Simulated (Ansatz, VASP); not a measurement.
**Rb: VASP beside Ansatz**

```
Rb
1.0
    -2.85746    2.85746    2.85746
     2.85746   -2.85746    2.85746
     2.85746    2.85746   -2.85746
Rb
1
Direct
  0.00000 0.00000 0.00000
```

Change from the starting cell: volume scaled by 1.06.

Alike in both runs: task single point; functional LDA; k mesh 7 × 7 × 7; occupations fermi-dirac, width 0.05 eV; no spin polarisation.

|  | VASP | Ansatz |
| --- | --- | --- |
| version | VASP 6.6.1 | Ansatz 0.2.0 |
| potentials or method | VASP PAW LDA potentials, release 64 (Rb_sv), cutoff 520 eV | all-electron LAPW, scalar-relativistic |

|  | VASP | Ansatz | Ansatz less VASP |
| --- | --- | --- | --- |
| gap on the k mesh at the Fermi level (eV) | none | none | - |
| pressure (GPa) | -0.5 | -0.5 | 0.00 |

LDA's correlation is that of Perdew and Zunger in VASP and of Perdew and Wang (1992) in Ansatz. A gap of «none» marks a metal or a gap that the smearing closes. Ansatz ran all-electron here, and VASP with PAW potentials.
